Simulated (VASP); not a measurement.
Sn: single point with LDA

Crystal: Sn.

```
Sn
1.0
    -1.66644    1.70779    2.18280
     1.79387   -1.85892    2.39165
     1.69371    1.88544   -2.29756
Sn
1
Direct
  0.00000 0.00000 0.00000
```

| Quantity | Value |
| --- | --- |
| Program | VASP 6.6.1 |
| Task | single point |
| Functional | LDA |
| Potentials or basis | VASP PAW LDA potentials, release 64 (Sn_d) |
| Cutoff | 520 eV |
| k mesh | 6 × 5 × 6 |
| Occupations | fermi-dirac, width 0.05 eV |
| Spin | no spin polarisation |

| Quantity | Value |
| --- | --- |
| Pressure | -4.9 GPa |
| Band gap on the k mesh | zero (band 7 reaches 13.36 eV, above the bottom of band 8 at 5.37 eV) |

Stress tensor (GPa, compression positive):
```
-6.61  0.23  0.44
 0.23 -3.84 -1.14
 0.44 -1.14 -4.40
```

Levels at points of the mesh, in eV from the Fermi level:
| k point | band 3 | band 4 | band 5 | band 6 | band 7 | band 8 | band 9 | band 10 | band 11 | band 12 |
| --- | --- | --- | --- | --- | --- | --- | --- | --- | --- | --- |
| (0.00, 0.00, 0.00) | -21.30 | -21.29 | -21.24 | -10.70 | 6.21 | 7.15 | 8.26 | 10.52 | 11.24 | 11.36 |
| (0.50, 0.00, 0.00) | -21.30 | -21.22 | -21.18 | -6.31 | -4.17 | 4.62 | 5.77 | 9.12 | 10.10 | 10.12 |
| (0.00, 0.00, 0.50) | -21.21 | -21.20 | -21.18 | -5.49 | -3.59 | 1.57 | 3.73 | 5.23 | 7.31 | 19.03 |
| (0.50, 0.00, 0.50) | -21.30 | -21.22 | -21.18 | -6.12 | -4.11 | 4.24 | 5.51 | 8.64 | 9.61 | 10.15 |

Run time: 37 s on 1 thread of AMD EPYC 7R13 (shared host), peak memory 0.13 GiB.

Caveat: the k points lie up to 0.44 Å⁻¹ apart; spin-orbit coupling is left out, which moves the levels of the heavy elements.
